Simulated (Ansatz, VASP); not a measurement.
## One calculation of Hf3H, two programs

```
Hf H
1.0
     5.58373    0.00000    0.00000
    -2.79187    4.83565    0.00000
     0.00000    0.00000    5.11832
Hf H
6 2
Direct
  0.00000 0.67169 0.50000
  0.67169 0.67169 0.00000
  0.67169 0.00000 0.50000
  0.32831 0.32831 0.50000
  0.00000 0.32831 0.00000
  0.32831 0.00000 0.00000
  0.66667 0.33333 0.75000
  0.33333 0.66667 0.25000
```

Alike in both runs: functional PBE; k mesh 4 × 4 × 3; occupations gaussian, width 0.2 eV; no spin polarisation.

Ansatz relaxed the structure, and its values are those at the end. VASP's run is a single point on that final structure, the one shown.

|  | VASP | Ansatz |
| --- | --- | --- |
| version | VASP 6.6.1 | Ansatz 0.2.0 |
| potentials or method | VASP PAW PBE potentials, release 64 (Hf_pv, H), cutoff 520 eV | scalar-relativistic, plane waves, PAW |
| valence electrons in the cell | 62 | 158 |

|  | VASP | Ansatz | Ansatz less VASP |
| --- | --- | --- | --- |
| gap on the k mesh at the Fermi level (eV) | none | none | - |
| pressure (GPa) | -0.2 | 0.3 | +0.51 |
| rms of the force components (eV/Å) | 0.021 | 0.020 | -0.0012 |

A gap of «none» marks a metal or a gap that the smearing closes. With one functional, cell and mesh, what is left measures potentials, basis and numerics. VASP's potentials hold 62 valence electrons a cell and Ansatz's 158, so a difference there can come from the potentials and not from the codes.

The k mesh is coarse, so the values compare programs but aren't converged. Neither program's run includes spin-orbit coupling.
